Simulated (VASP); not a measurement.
SiC, 2 atoms in the cell. It takes space group F-43m (No. 216, cubic). The conventional cell has a = 4.122 Å, b = 4.122 Å, c = 4.122 Å, α = 90.00°, β = 90.00°, γ = 90.00°. Si (site symmetry -43m) has 4 C at 1.78 Å within 2.4 Å. C (site symmetry -43m) has 4 Si at 1.78 Å within 2.4 Å. 

| Property | Result |
| --- | --- |
| Program | VASP 6.6.1 |
| Task | single point |
| Functional | PBE |
| Potentials or basis | VASP PAW PBE potentials, release 64 (Si, C) |
| Cutoff | 600 eV |
| k mesh | 4 × 4 × 4 |
| Occupations | gaussian, width 0.01 eV |
| Spin | no spin polarisation |
| Dipole correction | no |
| Further INCAR settings | ALGO = Normal; EDIFF = 1e-06; NBANDS = 11 |

Potentials or basis: VASP PAW PBE potentials, release 64 (Si, C).

Command:

```console
$ cat potpaw_PBE.64/Si/POTCAR potpaw_PBE.64/C/POTCAR > POTCAR
$ mpirun -np 1 vasp_std > vasp.out
```

Hardware: 1 thread of Intel(R) Xeon(R) Platinum 8259CL CPU @ 2.50GHz (Skylake/Cascade Lake), with other jobs on the host.

Estimate the wall time of this run.

It took 3.8 s on 1 thread of Intel(R) Xeon(R) Platinum 8259CL CPU @ 2.50GHz (Skylake/Cascade Lake) (shared host), peak memory 0.13 GiB. Counts: scf iterations 12, k points 8.
